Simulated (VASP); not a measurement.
# Cd3SO2 (Pm) in VASP: relaxation of cell and atoms with PBE

Aim: the relaxation of cell and atoms of Cd3SO2 with PBE.

All numbers are computed with VASP 6.6.1; they aren't measurements. Logs are shortened: lines on timing, memory, paths and dates and some standing lists are left out, and cuts for length are marked.

**1. The cell of the first run**

Symmetry: Pm, No. 6, monoclinic system. The conventional cell has a = 5.908 Å, b = 3.472 Å, c = 5.959 Å, α = 90.00°, β = 118.96°, γ = 90.00°. Cd (site symmetry m) has 3 O at 2.23 to 2.24 Å and 1 S at 2.56 Å within 3.0 Å. Within 2.9 Å of Cd (site symmetry m) lie 3 O at 2.21 to 2.45 Å and 2 S at 2.63 Å. Within 2.9 Å of Cd (site symmetry m) lie 3 O at 2.21 to 2.37 Å and 2 S at 2.72 Å. Within 3.5 Å of S (site symmetry m) lie 6 Cd at 2.56 to 3.49 Å and 2 O at 3.26 to 3.31 Å and 2 S at 3.47 Å. O (site symmetry m) has 5 Cd at 2.23 to 2.45 Å within 3.0 Å. Within 2.9 Å of O (site symmetry m) lie 4 Cd at 2.21 to 2.24 Å.

The cell was built from a structure type or drawn by symmetry, and may not be a known phase.

**2. Relaxation of cell and atoms, PBE**

Contents of INCAR:

```
PREC = Accurate ; ENCUT = 600
EDIFF = 1E-6 ; ISMEAR = 0
SIGMA = 0.1 ; LREAL = False
LASPH = True ; NELM = 100
ALGO = Fast ; ISIF = 3
LWAVE = False ; LCHARG = False
GGA = PE ; IBRION = 2
NSW = 100 ; EDIFFG = -0.01
```

Contents of KPOINTS:

```
Automatic mesh
0
Gamma
  6 10 6
```

Contents of POSCAR:

```
Cd3SO2
1.0
    5.9084148264      0.0000000000      0.0000000000
    0.0000000000      3.4717789983      0.0000000000
   -2.8855092753      0.0000000000      5.2137541401
Cd S O
3 1 2
Direct
    0.3375199632      0.5000000000      0.8798938900
    0.1231986416      0.0000000000      0.2860775114
    0.7144980525      0.0000000000      0.5905218804
    0.7847732529      0.5000000000      0.2775886923
    0.4246033688      0.5000000000      0.5546757534
    0.1154057210      0.0000000000      0.9112412925
```

Potentials or basis: VASP PAW PBE potentials, release 64 (Cd, S, O).

Run with:

```console
cat potpaw_PBE.64/Cd/POTCAR potpaw_PBE.64/S/POTCAR potpaw_PBE.64/O/POTCAR > POTCAR
mpirun -np 1 vasp_std > vasp.out
```

OUTCAR:

```text
PREC = Accurate
   ENCUT = 600
   EDIFF = 1E-6
   ISMEAR = 0
   LREAL = False
   LASPH = True
   NELM = 100
   ISIF = 3
   GGA = PE
   IBRION = 2
   NSW = 100
   EDIFFG = -0.01

 ion  position               nearest neighbor table
   1  0.338  0.500  0.880-   5 2.23   6 2.24   6 2.24   4 2.56   2 3.58   2 3.58   3 3.66   3 3.66
                             2 3.67   2 3.67
   2  0.123  0.000  0.286-   6 2.21   5 2.45   5 2.45   4 2.63   4 2.63   3 3.06   1 3.58   1 3.58
                             3 3.65   3 3.66   1 3.67   1 3.67
   3  0.714  0.000  0.591-   6 2.21   5 2.37   5 2.37   4 2.72   4 2.72   2 3.06   2 3.65   2 3.66
                             1 3.66   1 3.66
   4  0.785  0.500  0.278-   1 2.56   2 2.63   2 2.63   3 2.72   3 2.72
   5  0.425  0.500  0.555-   1 2.23   3 2.37   3 2.37   2 2.45   2 2.45
   6  0.115  0.000  0.911-   3 2.21   2 2.21   1 2.24   1 2.24

  LATTYP: Found a simple monoclinic cell.
 ALAT       =     5.9084148264
 B/A-ratio  =     0.5875990600
 C/A-ratio  =     1.0085575002
 COS(beta)  =    -0.4842290409

  Lattice vectors:

 A1 = (   5.9084148264,   0.0000000000,   0.0000000000)
 A2 = (   0.0000000000,   3.4717789983,   0.0000000000)
 A3 = (  -2.8855092753,   0.0000000000,   5.2137541401)

Analysis of symmetry for initial positions (statically):
=====================================================================
 Subroutine PRICEL returns:
 Original cell was already a primitive cell.

 Routine SETGRP: Setting up the symmetry group for a
 simple monoclinic supercell.

 Subroutine GETGRP returns: Found  2 space group operations
 (whereof  2 operations were pure point group operations)
 out of a pool of  4 trial point group operations.

The static configuration has the point symmetry C_1h.

Analysis of symmetry for dynamics (positions and initial velocities):
=====================================================================
 Subroutine PRICEL returns:
 Original cell was already a primitive cell.

 Routine SETGRP: Setting up the symmetry group for a
 simple monoclinic supercell.

 Subroutine GETGRP returns: Found  2 space group operations
 (whereof  2 operations were pure point group operations)
 out of a pool of  4 trial point group operations.

The dynamic configuration has the point symmetry C_1h.

 Subroutine INISYM returns: Found  2 space group operations
 (whereof  2 operations are pure point group operations),
 and found     1 'primitive' translations

----------------------------------------------------------------------------------------

                                     Primitive cell

  volume of cell :     106.9482

  direct lattice vectors                    reciprocal lattice vectors
     5.908414826  0.000000000  0.000000000     0.169250134  0.000000000  0.093670092
     0.000000000  3.471778998  0.000000000     0.000000000  0.288036767  0.000000000
    -2.885509275  0.000000000  5.213754140     0.000000000  0.000000000  0.191800375

  length of vectors
     5.908414826  3.471778998  5.958976087     0.193441707  0.288036767  0.191800375

  position of ions in fractional coordinates (direct lattice)
     0.337519963  0.500000000  0.879893890
     0.123198642  0.000000000  0.286077511
     0.714498052  0.000000000  0.590521880
     0.784773253  0.500000000  0.277588692
     0.424603369  0.500000000  0.554675753
     0.115405721  0.000000000  0.911241293

  ion indices of the primitive-cell ions
   primitive index   ion index
                 1           1
                 2           2
                 3           3
                 4           4
                 5           5
                 6           6

----------------------------------------------------------------------------------------

 KPOINTS: Automatic mesh

Automatic generation of k-mesh.
 Grid dimensions read from file:
 generate k-points for:    6   10    6

 Generating k-lattice:

  Cartesian coordinates                     Fractional coordinates (reciprocal lattice)
     0.028208356  0.000000000  0.015611682     0.166666667  0.000000000  0.000000000
     0.000000000  0.028803677  0.000000000     0.000000000  0.100000000  0.000000000
     0.000000000  0.000000000  0.031966729     0.000000000  0.000000000  0.166666667

  Length of vectors
     0.032240284  0.028803677  0.031966729

  Shift w.r.t. Gamma in fractional coordinates (k-lattice)
     0.000000000  0.000000000  0.000000000

 Subroutine IBZKPT returns following result:
 ===========================================

 Found    120 irreducible k-points:

 Following reciprocal coordinates:
            Coordinates               Weight
  0.000000  0.000000  0.000000      1.000000
  0.166667  0.000000  0.000000      2.000000
  0.333333  0.000000  0.000000      2.000000
  0.500000  0.000000  0.000000      1.000000
  0.000000  0.100000  0.000000      2.000000
  0.166667  0.100000  0.000000      4.000000
[... 16 lines left out ...]
  0.333333  0.500000  0.000000      2.000000
  0.500000  0.500000  0.000000      1.000000
 [... further k-points ...]
   k-points           NKPTS =    120   k-points in BZ     NKDIM =    120   number of bands    NBANDS=     32
   number of dos      NEDOS =    301   number of ions     NIONS =      6
   total plane-waves  NPLWV =  64512
   dimension x,y,z NGX =    48 NGY =   28 NGZ =   48
   dimension x,y,z NGXF=    96 NGYF=   56 NGZF=   96
   ions per type =               3   1   2
   NGX,Y,Z   is equivalent  to a cutoff of  13.51, 13.41, 13.39 a.u.
   NGXF,Y,Z  is equivalent  to a cutoff of  27.01, 26.82, 26.78 a.u.
 SYSTEM =  unknown system
   PREC   = accura    normal or accurate (medium, high low for compatibility)
   ISTART =      0    job   : 0-new  1-cont  2-samecut
   ICHARG =      2    charge: 1-file 2-atom 10-const
   ISPIN  =      1    spin polarized calculation?
   LNONCOLLINEAR =      F non collinear calculations
   LSORBIT =      F    spin-orbit coupling
   LASPH  =      T    aspherical Exc in radial PAW
   ENCUT  =  600.0 eV  44.10 Ry    6.64 a.u.  11.80  6.93 11.90*2*pi/ulx,y,z
   NELM   =    100;   NELMIN=  2; NELMDL= -5     # of ELM steps
   EDIFF  = 0.1E-05   stopping-criterion for ELM
   LREAL  =      F    real-space projection
   EDIFFG = -.1E-01   stopping-criterion for IOM
   NSW    =    100    number of steps for IOM
   IBRION =      2    ionic relax: 0-MD 1-quasi-New 2-CG
   NFREE  =      1    steps in history (QN), initial steepest desc. (CG)
   ISIF   =      3    stress and relaxation
   ISYM   =      2    0-nonsym 1-usesym 2-fastsym
   POTIM  = 0.5000    time-step for ionic-motion
   TEBEG  =    0.0;   TEEND  =   0.0 temperature during run
   PSTRESS=    0.0 pullay stress
   NELECT =      54.0000    total number of electrons
   NUPDOWN=      -1.0000    fix difference up-down
   EMIN   =  10.00;   EMAX   =-10.00  energy-range for DOS
   EFERMI =   0.00;   METHOD = LEGACY
   ISMEAR =     0;   SIGMA  =   0.10  broadening in eV -4-tet -1-fermi 0-gaus
   EFERMI_NEDOS =   21; number of points for ismear=-14 and -15
   IALGO  =     68    algorithm
   IMIX   =      4    mixing-type and parameters
     AMIX     =   0.40;   BMIX     =  1.00
     AMIX_MAG =   1.60;   BMIX_MAG =  1.00
  volume/ion in A,a.u.               =      17.82       120.29
  Fermi-wavevector in a.u.,A,eV,Ry     =   1.303612  2.463469 23.121784  1.699403
  Thomas-Fermi vector in A             =   2.434602
   LORBIT       =      0    0 simple, 1 ext, 2 COOP (PROOUT), +10 PAW based schemes
   GGA     = PE    functional components
   LHFCALC =     F    Hartree Fock is set to
   AEXX    =    0.0000 exact exchange contribution
   IVDW    =     0    specifies the selected vdW correction
   LEPSILON=     F    determine dielectric tensor
   LRPA    =     F    only Hartree local field effects (RPA)
 conjugate gradient relaxation of ions
 non-spin polarized calculation
 RMM-DIIS sequential band-by-band and
 Gauss-broadening in eV      SIGMA  =   0.10
  energy-cutoff  :      600.00
  volume of cell :      106.95
 maximum number of plane-waves:      3588
   NGX = 23   NGY = 13   NGZ = 23

--------------------------------------- Ionic step        1  -------------------------------------------

 number of electron      54.0000012 magnetization

 Free energy of the ion-electron system (eV)
  ---------------------------------------------------
  ext. energy  EPLUGINS =         0.00000000
  ---------------------------------------------------
  free energy    TOTEN  =       -20.96375793 eV

  energy without entropy =      -20.96139702  energy(sigma->0) =      -20.96257747

------------------------ aborting loop because EDIFF is reached ----------------------------------------

  FORCE on cell =-STRESS in cart. coord.  units (eV):
  Direction    XX          YY          ZZ          XY          YZ          ZX
  --------------------------------------------------------------------------------------
  -------------------------------------------------------------------------------------
  Total        0.4839360      0.3575163      0.4475151      0.0000000      0.0000000      0.0028894
  in kB        7.2497808      5.3559050      6.7041646      0.0000000      0.0000000      0.0432852
  external PRESSURE =       6.4366168 kB  Pullay stress =       0.0000000 kB

 VOLUME and BASIS-vectors are now :
 -----------------------------------------------------------------------------
  energy-cutoff  :      600.00
  volume of cell :      106.95
      direct lattice vectors                 reciprocal lattice vectors
     5.908414826  0.000000000  0.000000000     0.169250134  0.000000000  0.093670092
     0.000000000  3.471778998  0.000000000     0.000000000  0.288036767  0.000000000
    -2.885509275  0.000000000  5.213754140     0.000000000  0.000000000  0.191800375
[... 161 lines left out ...]
 POSITION                                       TOTAL-FORCE (eV/Angst)
 -----------------------------------------------------------------------------------
     -0.54572      1.73864      4.60231         0.008732      0.000000      0.001501
     -0.09916      0.00000      1.49485        -0.002346      0.000000     -0.012155
      2.52097      0.00000      3.08474         0.002592      0.000000      0.001790
      3.84768      1.73864      1.45286        -0.000379      0.000000      0.006885
      0.91179      1.73864      2.90044        -0.000888      0.000000      0.006403
     -1.95301      0.00000      4.76789        -0.007710      0.000000     -0.004424
 -----------------------------------------------------------------------------------
    total drift:                                0.001974      0.000000      0.001544

  FREE ENERGIE OF THE ION-ELECTRON SYSTEM (eV)
  ---------------------------------------------------
  free  energy   TOTEN  =       -20.9656763974 eV

  energy  without entropy=      -20.9632031206  energy(sigma->0) =      -20.96443976

--------------------------------------- Ionic step        6  -------------------------------------------

 number of electron      54.0000012 magnetization

 Free energy of the ion-electron system (eV)
  ---------------------------------------------------
  ext. energy  EPLUGINS =         0.00000000
  ---------------------------------------------------
  free energy    TOTEN  =       -20.96571337 eV

  energy without entropy =      -20.96326187  energy(sigma->0) =      -20.96448762

 E-fermi :   1.9131     XC(G=0): -10.2050

 val. band max:        1.8757701740   @ k =   0.0000   0.0000   0.0000
 cond. band min:       1.9234994645   @ k =   0.0000   0.1000   0.0000
 fundamental gap:      0.0477292905
 Fermi energy:         1.9130881205

 k-point     1 :       0.0000    0.0000    0.0000
  band No.  band energies     occupation
      1     -15.4852      2.00000
      2     -15.1784      2.00000
      3     -10.5775      2.00000
      4      -6.1846      2.00000
      5      -6.0453      2.00000
      6      -6.0228      2.00000
[... 829 lines left out ...]
     31       6.7805      0.00000
     32       7.7212      0.00000

 [... further k-points ...]

------------------------ aborting loop because EDIFF is reached ----------------------------------------

  FORCE on cell =-STRESS in cart. coord.  units (eV):
  Direction    XX          YY          ZZ          XY          YZ          ZX
  --------------------------------------------------------------------------------------
  -------------------------------------------------------------------------------------
  Total        0.0019427      0.0113694     -0.0053912      0.0000000      0.0000000     -0.0202870
  in kB        0.0288878      0.1690636     -0.0801670      0.0000000      0.0000000     -0.3016676
  external PRESSURE =       0.0392615 kB  Pullay stress =       0.0000000 kB

 VOLUME and BASIS-vectors are now :
 -----------------------------------------------------------------------------
  energy-cutoff  :      600.00
  volume of cell :      107.75
      direct lattice vectors                 reciprocal lattice vectors
     5.925016935  0.000000000 -0.002373161     0.168813322  0.000000000  0.093459350
     0.000000000  3.477498531  0.000000000     0.000000000  0.287563026  0.000000000
    -2.895711643  0.000000000  5.230452617     0.000076594  0.000000000  0.191230447

 POSITION                                       TOTAL-FORCE (eV/Angst)
 -----------------------------------------------------------------------------------
     -0.54637      1.73875      4.60234         0.002237      0.000000     -0.000741
     -0.09985      0.00000      1.49383        -0.000933      0.000000     -0.006987
      2.51990      0.00000      3.08357         0.001118      0.000000      0.001032
      3.84746      1.73875      1.45237        -0.001748      0.000000      0.005277
      0.91108      1.73875      2.90041        -0.000515      0.000000      0.005327
     -1.95467      0.00000      4.76813        -0.000159      0.000000     -0.003908
 -----------------------------------------------------------------------------------
    total drift:                               -0.001118      0.000000     -0.001313

  FREE ENERGIE OF THE ION-ELECTRON SYSTEM (eV)
  ---------------------------------------------------
  free  energy   TOTEN  =       -20.9657133743 eV

  energy  without entropy=      -20.9632618739  energy(sigma->0) =      -20.96448762

 reached required accuracy - stopping structural energy minimisation
```

It took 28 min on 1 thread of Oxide Virtual Turin-like, shared host; peak memory 0.53 GiB.

What came out:

```
Free energy                           : -20.9657 eV
Relaxed volume                        : 17.96 Å³/atom
Relaxed cell                          : a = 5.925 Å, b = 3.477 Å, c = 5.979 Å, α = 90.00°, β = 118.99°, γ = 90.00°
Space group after relaxing (to 0.1 Å) : Pm (No. 6)
Energy gained by relaxing             : 0.3 meV/atom
Ionic steps                           : 6
Pressure after relaxing               : 0.0 GPa
Largest force after relaxing          : 0.007 eV/Å
```

Forces in eV/Å, atoms in the order of the input:
```
Cd   0.002  0.000 -0.001
Cd  -0.001  0.000 -0.007
Cd   0.001  0.000  0.001
S   -0.002  0.000  0.005
O   -0.001  0.000  0.005
O    0.000  0.000 -0.004
```

Step by step:
| step | energy change (eV) | largest force (eV/Å) | pressure (GPa) | volume (Å³) |
| --- | --- | --- | --- | --- |
| 1 | 0.0000 | 0.0625 | 0.64 | 106.95 |
| 2 | -0.0016 | 0.0201 | -0.28 | 108.06 |
| 3 | -0.0018 | 0.0245 | -0.02 | 107.77 |
| 4 | -0.0019 | 0.0137 | -0.01 | 107.76 |
| 5 | -0.0019 | 0.0124 | 0.00 | 107.75 |
| 6 | -0.0020 | 0.0070 | 0.00 | 107.75 |

Final structure:
```
Cd S O
1.0
     5.92502    0.00000   -0.00237
     0.00000    3.47750    0.00000
    -2.89571    0.00000    5.23045
Cd S O
3 1 2
Direct
  0.33790 0.50000 0.88007
  0.12276 0.00000 0.28566
  0.71358 0.00000 0.58987
  0.78524 0.50000 0.27803
  0.42487 0.50000 0.55472
  0.11565 0.00000 0.91166
```

Levels at points of the mesh, in eV from the Fermi level:
```
           k point  band 25  band 26  band 27  band 28  band 29  band 30
(0.00, 0.00, 0.00)    -1.14    -1.01    -0.78    -0.04     4.01     4.58
(0.50, 0.00, 0.00)    -1.59    -1.40    -0.23     1.58     2.34     3.56
(0.00, 0.50, 0.00)    -2.39    -1.72    -0.67     2.38     3.79     3.90
(0.50, 0.50, 0.00)    -1.94    -1.48    -0.85     2.31     3.57     4.78
(0.00, 0.00, 0.50)    -1.58    -1.42    -0.06     1.51     2.58     4.14
(0.50, 0.00, 0.50)    -1.60    -1.47    -0.22     1.56     2.20     3.52
(0.00, 0.50, 0.50)    -1.99    -1.34    -0.68     2.16     3.12     4.62
(0.50, 0.50, 0.50)    -1.91    -1.57    -1.04     2.16     3.83     4.14
```
